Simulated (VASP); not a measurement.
# BN (R3m) in VASP: further runs

Runs on BN. Level: r2SCAN. Tasks: single point.

All numbers are computed with VASP 6.6.1; they aren't measurements. Logs are shortened: lines on timing, memory, paths and dates and some standing lists are left out, and cuts for length are marked.

## Step 1: The cell of the first run

It takes space group R3m (No. 160, trigonal). Conventional cell: a = 2.519 Å, b = 2.519 Å, c = 10.186 Å, α = 90.00°, β = 90.00°, γ = 120.00°. Within 1.9 Å of N (site symmetry 3m) lie 3 B at 1.45 Å. B (site symmetry 3m) has 3 N at 1.45 Å within 1.9 Å.

## Step 2: Single point, r2SCAN

POSCAR

```
BN
1.0
    1.2594075994      0.7271193165      3.3952723682
   -1.2594075994      0.7271193165      3.3952723682
    0.0000000000     -1.4542386330      3.3952723682
N B
1 1
Direct
    0.6672382000      0.6672382000      0.6672382000
    0.0003288000      0.0003288000      0.0003288000
```

INCAR.step1

```
SYSTEM = BN
PREC = Accurate ; ENCUT = 520
ISMEAR = -1 ; SIGMA = 0.05
LREAL = .FALSE. ; LASPH = .TRUE.
NELM = 100 ; NBANDS = 11
GGA = PE ; ALGO = Normal
EDIFF = 1E-4 ; LWAVE = .TRUE.
LCHARG = .FALSE.
```

INCAR.step2

```
SYSTEM = BN
PREC = Accurate ; ENCUT = 520
EDIFF = 1E-6 ; ISMEAR = -1
SIGMA = 0.05 ; LREAL = .FALSE.
LASPH = .TRUE. ; NELM = 100
ALGO = Normal ; ISIF = 2
LWAVE = .FALSE. ; LCHARG = .FALSE.
METAGGA = R2SCAN ; LMIXTAU = .TRUE.
NBANDS = 11 ; ISTART = 1
```

KPOINTS

```
regular mesh
0
G
  12 12 12
  0 0 0
```

Potentials or basis: VASP PAW PBE potentials, release 64 (N, B).

Started as:

```sh
cat potpaw_PBE.64/N/POTCAR potpaw_PBE.64/B/POTCAR > POTCAR
cp INCAR.step1 INCAR
mpirun -np 1 vasp_std > vasp.out
cp INCAR.step2 INCAR
mpirun -np 1 vasp_std > vasp.out
```

OUTCAR:

```text
SYSTEM = BN
   PREC = Accurate
   ENCUT = 520
   EDIFF = 1E-6
   ISMEAR = -1
   LREAL = .FALSE.
   LASPH = .TRUE.
   NELM = 100
   ISIF = 2
   METAGGA = R2SCAN
   ISTART = 1

 ion  position               nearest neighbor table
   1  0.667  0.667  0.667-   2 1.45   2 1.45   2 1.45
   2  0.000  0.000  0.000-   1 1.45   1 1.45   1 1.45

  LATTYP: Found a trigonal (rhomboedric) cell.
 ALAT       =     3.6936004733
 COS(alpha) =     0.7674786797

  Lattice vectors:

 A1 = (   1.2594075994,   0.7271193165,   3.3952723682)
 A2 = (  -1.2594075994,   0.7271193165,   3.3952723682)
 A3 = (   0.0000000000,  -1.4542386330,   3.3952723682)

Analysis of symmetry for initial positions (statically):
=====================================================================
 Subroutine PRICEL returns:
 Original cell was already a primitive cell.

 Routine SETGRP: Setting up the symmetry group for a
 trigonal (rhombohedral) supercell.

 Subroutine GETGRP returns: Found  6 space group operations
 (whereof  6 operations were pure point group operations)
 out of a pool of 12 trial point group operations.

The static configuration has the point symmetry C_3v.

Analysis of symmetry for dynamics (positions and initial velocities):
=====================================================================
 Subroutine PRICEL returns:
 Original cell was already a primitive cell.

 Routine SETGRP: Setting up the symmetry group for a
 trigonal (rhombohedral) supercell.

 Subroutine GETGRP returns: Found  6 space group operations
 (whereof  6 operations were pure point group operations)
 out of a pool of 12 trial point group operations.

The dynamic configuration has the point symmetry C_3v.

 Subroutine INISYM returns: Found  6 space group operations
 (whereof  6 operations are pure point group operations),
 and found     1 'primitive' translations

----------------------------------------------------------------------------------------

                                     Primitive cell

  volume of cell :      18.6551

  direct lattice vectors                    reciprocal lattice vectors
     1.259407599  0.727119316  3.395272368     0.397012056  0.229215017  0.098175727
    -1.259407599  0.727119316  3.395272368    -0.397012056  0.229215017  0.098175727
     0.000000000 -1.454238633  3.395272368     0.000000000 -0.458430034  0.098175727

  length of vectors
     3.693600473  3.693600473  3.693600473     0.468824669  0.468824669  0.468824669

  position of ions in fractional coordinates (direct lattice)
     0.667238200  0.667238200  0.667238200
     0.000328800  0.000328800  0.000328800

  ion indices of the primitive-cell ions
   primitive index   ion index
                 1           1
                 2           2

----------------------------------------------------------------------------------------

 KPOINTS: regular mesh

Automatic generation of k-mesh.
 Grid dimensions read from file:
 generate k-points for:   12   12   12

 Generating k-lattice:

  Cartesian coordinates                     Fractional coordinates (reciprocal lattice)
     0.033084338  0.019101251  0.008181311     0.083333333  0.000000000 -0.000000000
    -0.033084338  0.019101251  0.008181311     0.000000000  0.083333333 -0.000000000
     0.000000000 -0.038202503  0.008181311    -0.000000000 -0.000000000  0.083333333

  Length of vectors
     0.039068722  0.039068722  0.039068722

  Shift w.r.t. Gamma in fractional coordinates (k-lattice)
     0.000000000  0.000000000  0.000000000

 Subroutine IBZKPT returns following result:
 ===========================================

 Found    189 irreducible k-points:

 Following reciprocal coordinates:
            Coordinates               Weight
  0.000000  0.000000  0.000000      1.000000
  0.083333  0.000000  0.000000      6.000000
  0.166667  0.000000  0.000000      6.000000
  0.250000  0.000000  0.000000      6.000000
  0.333333  0.000000  0.000000      6.000000
  0.416667  0.000000  0.000000      6.000000
[... 16 lines left out ...]
  0.500000  0.166667  0.000000     12.000000
 -0.416667  0.166667  0.000000     12.000000
 [... further k-points ...]
   k-points           NKPTS =    189   k-points in BZ     NKDIM =    189   number of bands    NBANDS=     11
   number of dos      NEDOS =    301   number of ions     NIONS =      2
   total plane-waves  NPLWV =  21952
   dimension x,y,z NGX =    28 NGY =   28 NGZ =   28
   dimension x,y,z NGXF=    56 NGYF=   56 NGZF=   56
   ions per type =               1   1
   NGX,Y,Z   is equivalent  to a cutoff of  12.60, 12.60, 12.60 a.u.
   NGXF,Y,Z  is equivalent  to a cutoff of  25.21, 25.21, 25.21 a.u.
 SYSTEM =  BN
   PREC   = accura    normal or accurate (medium, high low for compatibility)
   ISTART =      1    job   : 0-new  1-cont  2-samecut
   ICHARG =      0    charge: 1-file 2-atom 10-const
   ISPIN  =      1    spin polarized calculation?
   LNONCOLLINEAR =      F non collinear calculations
   LSORBIT =      F    spin-orbit coupling
   LASPH  =      T    aspherical Exc in radial PAW
   ENCUT  =  520.0 eV  38.22 Ry    6.18 a.u.   6.87  6.87  6.87*2*pi/ulx,y,z
   NELM   =    100;   NELMIN=  2; NELMDL=  0     # of ELM steps
   EDIFF  = 0.1E-05   stopping-criterion for ELM
   LREAL  =      F    real-space projection
   EDIFFG = 0.1E-04   stopping-criterion for IOM
   NSW    =      0    number of steps for IOM
   IBRION =     -1    ionic relax: 0-MD 1-quasi-New 2-CG
   NFREE  =      0    steps in history (QN), initial steepest desc. (CG)
   ISIF   =      2    stress and relaxation
   ISYM   =      2    0-nonsym 1-usesym 2-fastsym
   POTIM  = 0.5000    time-step for ionic-motion
   TEBEG  =    0.0;   TEEND  =   0.0 temperature during run
   PSTRESS=    0.0 pullay stress
   NELECT =       8.0000    total number of electrons
   NUPDOWN=      -1.0000    fix difference up-down
   EMIN   =  10.00;   EMAX   =-10.00  energy-range for DOS
   EFERMI =   0.00;   METHOD = LEGACY
   ISMEAR =    -1;   SIGMA  =   0.05  broadening in eV -4-tet -1-fermi 0-gaus
   EFERMI_NEDOS =   21; number of points for ismear=-14 and -15
   IALGO  =     38    algorithm
   IMIX   =      4    mixing-type and parameters
     AMIX     =   0.40;   BMIX     =  1.00
     AMIX_MAG =   1.60;   BMIX_MAG =  1.00
  volume/ion in A,a.u.               =       9.33        62.95
  Fermi-wavevector in a.u.,A,eV,Ry     =   1.234541  2.332944 20.736526  1.524092
  Thomas-Fermi vector in A             =   2.369227
   LORBIT       =      0    0 simple, 1 ext, 2 COOP (PROOUT), +10 PAW based schemes
   METAGGA = R2SCAN    functional components
   LHFCALC =     F    Hartree Fock is set to
   AEXX    =    0.0000 exact exchange contribution
   IVDW    =     0    specifies the selected vdW correction
   LEPSILON=     F    determine dielectric tensor
   LRPA    =     F    only Hartree local field effects (RPA)
 non-spin polarized calculation
  energy-cutoff  :      520.00
  volume of cell :       18.66
 maximum number of plane-waves:       517
   NGX = 13   NGY = 13   NGZ = 13

 number of electron       8.0000000 magnetization

 Free energy of the ion-electron system (eV)
  ---------------------------------------------------
  ext. energy  EPLUGINS =         0.00000000
  ---------------------------------------------------
  free energy    TOTEN  =       -19.29320878 eV

  energy without entropy =      -19.29320878  energy(sigma->0) =      -19.29320878

 E-fermi :   2.7342     XC(G=0): -10.5503

 val. band max:        1.7403301449   @ k =  -0.3333   0.3333   0.0000
 cond. band min:       6.5490880329   @ k =   0.5000   0.5000   0.0000
 fundamental gap:      4.8087578880
 Fermi energy:         2.7342434170

 k-point     1 :       0.0000    0.0000    0.0000
  band No.  band energies     occupation
      1     -16.9069      2.00000
      2      -2.4675      2.00000
      3       0.4078      2.00000
      4       0.4078      2.00000
      5       7.2349      0.00000
      6      14.0074      0.00000
      7      14.0074      0.00000
      8      15.9125      0.00000
      9      17.0192      0.00000
     10      28.8542      0.00000
     11      30.7624      0.00000

 k-point     2 :       0.0833    0.0000    0.0000
  band No.  band energies     occupation
      1     -16.7656      2.00000
      2      -2.3141      2.00000
      3      -0.1849      2.00000
      4       0.1457      2.00000
      5       7.5255      0.00000
      6      13.9439      0.00000
      7      14.6195      0.00000
      8      15.3997      0.00000
      9      17.4738      0.00000
     10      28.6240      0.00000
     11      29.2938      0.00000

 k-point     3 :       0.1667    0.0000    0.0000
  band No.  band energies     occupation
      1     -16.3504      2.00000
      2      -1.8764      2.00000
      3      -1.6508      2.00000
      4      -0.4939      2.00000
      5       8.2887      0.00000
      6      13.7914      0.00000
      7      14.0585      0.00000
      8      16.2880      0.00000
      9      18.5912      0.00000
     10      25.7651      0.00000
     11      28.0129      0.00000

 k-point     4 :       0.2500    0.0000    0.0000
  band No.  band energies     occupation
      1     -15.6920      2.00000
      2      -3.5365      2.00000
      3      -1.2376      2.00000
      4      -1.1281      2.00000
      5       9.3300      0.00000
      6      12.2471      0.00000
      7      13.7102      0.00000
      8      18.6600      0.00000
      9      19.7956      0.00000
     10      23.5482      0.00000
     11      26.3601      0.00000

 k-point     5 :       0.3333    0.0000    0.0000
  band No.  band energies     occupation
      1     -14.8669      2.00000
      2      -5.3857      2.00000
      3      -1.8778      2.00000
      4      -0.2022      2.00000
      5       9.6614      0.00000
      6      11.2299      0.00000
      7      13.8037      0.00000
      8      19.8663      0.00000
      9      21.3336      0.00000
     10      22.7360      0.00000
     11      25.1642      0.00000
[... 211 lines left out ...]
 k-point    21 :       0.3333    0.1667    0.0000
  band No.  band energies     occupation
      1     -15.2853      2.00000
      2      -3.9633      2.00000
      3      -2.2422      2.00000
      4      -1.0094      2.00000
      5      10.0725      0.00000
      6      12.1258      0.00000
      7      14.9096      0.00000
      8      17.3262      0.00000
      9      20.8136      0.00000
     10      22.2786      0.00000
     11      26.9558      0.00000

 k-point    22 :       0.4167    0.1667   -0.0000
  band No.  band energies     occupation
      1     -14.5017      2.00000
      2      -5.3773      2.00000
      3      -3.1255      2.00000
      4      -0.1119      2.00000
      5       9.3049      0.00000
      6      12.8369      0.00000
      7      15.4282      0.00000
      8      17.9585      0.00000
      9      19.6747      0.00000
     10      23.0120      0.00000
     11      25.8604      0.00000

 k-point    23 :       0.5000    0.1667    0.0000
  band No.  band energies     occupation
      1     -13.7625      2.00000
      2      -6.6009      2.00000
      3      -3.6611      2.00000
      4       0.8434      2.00000
      5       8.1401      0.00000
      6      13.7851      0.00000
      7      15.6770      0.00000
      8      17.5841      0.00000
      9      19.7727      0.00000
     10      22.8505      0.00000
     11      26.1165      0.00000

 k-point    24 :      -0.4167    0.1667    0.0000
  band No.  band energies     occupation
      1     -13.4408      2.00000
      2      -7.1058      2.00000
      3      -3.8396      2.00000
      4       1.4335      2.00000
      5       7.5534      0.00000
      6      13.8150      0.00000
      7      15.9021      0.00000
      8      16.7592      0.00000
      9      20.1779      0.00000
     10      23.5834      0.00000
     11      25.8751      0.00000

 [... further k-points ...]
[... 5 lines left out ...]
  --------------------------------------------------------------------------------------
  -------------------------------------------------------------------------------------
  Total       -0.8062142     -0.8062142     -0.0010159      0.0000000      0.0000000      0.0000000
  in kB      -69.2409740    -69.2409740     -0.0872501      0.0000000      0.0000000      0.0000000
  external PRESSURE =     -46.1897327 kB  Pullay stress =       0.0000000 kB

 VOLUME and BASIS-vectors are now :
 -----------------------------------------------------------------------------
  energy-cutoff  :      520.00
  volume of cell :       18.66
      direct lattice vectors                 reciprocal lattice vectors
     1.259407599  0.727119316  3.395272368     0.397012056  0.229215017  0.098175727
    -1.259407599  0.727119316  3.395272368    -0.397012056  0.229215017  0.098175727
     0.000000000 -1.454238633  3.395272368     0.000000000 -0.458430034  0.098175727

 POSITION                                       TOTAL-FORCE (eV/Angst)
 -----------------------------------------------------------------------------------
      0.00000      0.00000      6.79637         0.000000      0.000000     -0.009266
      0.00000      0.00000      0.00335         0.000000      0.000000      0.009266
 -----------------------------------------------------------------------------------
    total drift:                               -0.000000      0.000000     -0.000271

  FREE ENERGIE OF THE ION-ELECTRON SYSTEM (eV)
  ---------------------------------------------------
  free  energy   TOTEN  =       -19.2932087751 eV

  energy  without entropy=      -19.2932087750  energy(sigma->0) =      -19.29320878
```

Wall time 3 min (1 thread of Intel Xeon Platinum 8488C (Sapphire Rapids), shared host); peak memory 0.18 GiB.

Results:

```yaml
Free_energy: -19.2932 eV
Pressure: -4.6 GPa
Largest_force: 0.009 eV/Å
Band_gap_on_the_k_mesh: 4.81 eV, indirect (least direct gap 5.34 eV)
```

Forces on the atoms (eV/Å):
```
N    0.000  0.000 -0.009
B    0.000  0.000  0.009
```

Stress tensor (GPa, compression positive):
```
-6.92  0.00  0.00
 0.00 -6.92  0.00
 0.00  0.00 -0.01
```

Caveat: the PAW data sets were made with another functional, which shifts forces and pressure a little.

## Step 3: Single point, r2SCAN

This run uses another cell than the first one, of 9.51 Å³/atom, 1.020 times its volume.

POSCAR

```
BN
1.0
    1.2675858000      0.7318410028      3.4173202092
   -1.2675858000      0.7318410028      3.4173202092
    0.0000000000     -1.4636820056      3.4173202092
N B
1 1
Direct
    0.6672382000      0.6672382000      0.6672382000
    0.0003288000      0.0003288000      0.0003288000
```

INCAR.step1

```
SYSTEM = BN
ALGO = Normal
EDIFF = 1E-4
ENCUT = 520
GGA = PE
ISMEAR = -1
LASPH = .True.
LCHARG = .False.
LREAL = .False.
LWAVE = .True.
NBANDS = 11
NELM = 80
PREC = Accurate
SIGMA = 0.05
```

INCAR.step2

```
SYSTEM = BN
ALGO = Normal
EDIFF = 1E-6
ENCUT = 520
ISIF = 2
ISMEAR = -1
ISTART = 1
LASPH = .True.
LCHARG = .True.
LELF = .True.
LMIXTAU = .True.
LREAL = .False.
LVHAR = .True.
LWAVE = .False.
METAGGA = R2SCAN
NBANDS = 11
NELM = 80
PREC = Accurate
SIGMA = 0.05
```

KPOINTS

```
k-points
0
Gamma
  12 12 12
  0 0 0
```

Potentials or basis: VASP PAW PBE potentials, release 64 (N, B).

Started as:

```sh
cat potpaw_PBE.64/N/POTCAR potpaw_PBE.64/B/POTCAR > POTCAR
cp INCAR.step1 INCAR
mpirun -np 1 vasp_std > vasp.out
cp INCAR.step2 INCAR
mpirun -np 1 vasp_std > vasp.out
```

It took 3.1 min on 1 thread of Intel Xeon Platinum 8488C (Sapphire Rapids), shared host; peak memory 0.18 GiB.

Results (log left out):

```
Free energy            : -19.2782 eV
Pressure               : -8.9 GPa
Largest force          : 0.010 eV/Å
Band gap on the k mesh : 4.78 eV, indirect (least direct gap 5.28 eV)
```

Forces on the atoms (eV/Å):
```
N    0.000  0.000 -0.010
B    0.000  0.000  0.010
```

Stress tensor (GPa, compression positive):
```
-13.28   0.00   0.00
  0.00 -13.28   0.00
  0.00   0.00  -0.15
```

Levels at points of the mesh, in eV from the valence-band top:
```csv
k point,band 1,band 2,band 3,band 4,band 5,band 6,band 7,band 8,band 9
"(0.00, 0.00, 0.00)",-18.53,-4.14,-1.35,-1.35,5.45,12.10,12.10,13.92,14.90
"(0.50, 0.00, 0.00)",-15.37,-9.12,-4.15,-0.57,5.84,10.21,13.50,15.49,20.60
"(0.50, 0.50, 0.00)",-15.31,-9.01,-4.21,-1.13,4.78,10.20,14.77,18.16,20.91
"(0.50, 0.50, 0.50)",-18.29,-6.05,-1.37,-1.37,10.57,12.03,12.03,12.33,17.25
```

Caveat: the PAW data sets were made with another functional, which shifts forces and pressure a little.

## Step 4: Single point, r2SCAN

This run uses another cell than the first one, of 9.69 Å³/atom, 1.039 times its volume.

POSCAR

```
BN
1.0
    1.2756598126      0.7365025362      3.4390871668
   -1.2756598126      0.7365025362      3.4390871668
    0.0000000000     -1.4730050723      3.4390871668
N B
1 1
Direct
    0.6672382000      0.6672382000      0.6672382000
    0.0003288000      0.0003288000      0.0003288000
```

INCAR.step1

```
PREC     = Accurate       # precision mode
ENCUT    = 520            # plane-wave cutoff, eV
ISMEAR   = -1             # smearing method
SIGMA    = 0.05           # smearing width, eV
LREAL    = False          # projectors in reciprocal space
LASPH    = True           # aspherical terms in the spheres
NELM     = 100            # most SCF steps
NBANDS   = 11             # bands
GGA      = PE             # functional
ALGO     = Normal         # electronic algorithm
EDIFF    = 1E-4           # SCF threshold, eV
LWAVE    = True           # write WAVECAR
LCHARG   = False          # write CHGCAR
```

INCAR.step2

```
PREC     = Accurate       # precision mode
ENCUT    = 520            # plane-wave cutoff, eV
EDIFF    = 1E-6           # SCF threshold, eV
ISMEAR   = -1             # smearing method
SIGMA    = 0.05           # smearing width, eV
LREAL    = False          # projectors in reciprocal space
LASPH    = True           # aspherical terms in the spheres
NELM     = 100            # most SCF steps
ALGO     = Normal         # electronic algorithm
ISIF     = 2              # what is computed and relaxed
LWAVE    = False          # write WAVECAR
LCHARG   = False          # write CHGCAR
METAGGA  = R2SCAN         # meta-GGA
LMIXTAU  = True         
NBANDS   = 11             # bands
ISTART   = 1
```

KPOINTS

```
regular mesh
0
Gamma
  12 12 12
```

Started as:

```sh
cat potpaw_PBE.64/N/POTCAR potpaw_PBE.64/B/POTCAR > POTCAR
cp INCAR.step1 INCAR
mpirun -np 1 vasp_std > vasp.out
cp INCAR.step2 INCAR
mpirun -np 1 vasp_std > vasp.out
```

Run time: 3.1 min. Hardware: 1 thread of Intel Xeon Platinum 8488C (Sapphire Rapids), shared host; peak memory 0.18 GiB.

Results (log left out):

| Quantity | Value |
| --- | --- |
| Free energy | -19.2538 eV |
| Pressure | -12.8 GPa |
| Largest force | 0.011 eV/Å |
| Band gap on the k mesh | 4.75 eV, indirect (least direct gap 5.23 eV) |

Forces on the atoms (eV/Å):
```
N    0.000  0.000 -0.011
B    0.000  0.000  0.011
```

Stress tensor (GPa, compression positive):
```
-19.10   0.00   0.00
  0.00 -19.10   0.00
  0.00   0.00  -0.27
```

Levels at points of the mesh, in eV from the valence-band top:
```tsv
k point	band 1	band 2	band 3	band 4	band 5	band 6	band 7	band 8
(0.00, 0.00, 0.00)	-18.41	-4.07	-1.37	-1.37	5.41	11.94	11.94	13.68
(0.50, 0.00, 0.00)	-15.32	-9.04	-4.12	-0.56	5.79	10.01	13.37	15.36
(0.50, 0.50, 0.00)	-15.26	-8.93	-4.18	-1.11	4.75	10.00	14.62	17.95
(0.50, 0.50, 0.50)	-18.18	-5.93	-1.39	-1.39	10.43	11.88	11.88	11.97
```

Caveat: the PAW data sets were made with another functional, which shifts forces and pressure a little.

## Step 5: Summary

| cell | gap on the mesh (eV) | pressure (GPa) | largest force (eV/Å) |
| --- | --- | --- | --- |
| a = 3.694 Å, angles 39.9°, 2 atoms | 4.81 | -4.6 | 0.01 |
| a = 3.718 Å, angles 39.9°, 2 atoms | 4.78 | -8.9 | 0.01 |
| a = 3.741 Å, angles 39.9°, 2 atoms | 4.75 | -12.8 | 0.01 |

Alike in all rows: task single point; level r2SCAN; potentials or basis VASP PAW PBE potentials, release 64 (N, B); no spin polarisation; k mesh 12 × 12 × 12; cutoff (eV) 520; smearing fermi-dirac 0.05 eV.

Caveats: the PAW data sets were made with another functional, which shifts forces and pressure a little.

Total energies depend on the potentials used, so only differences within one code and one set of settings carry meaning.
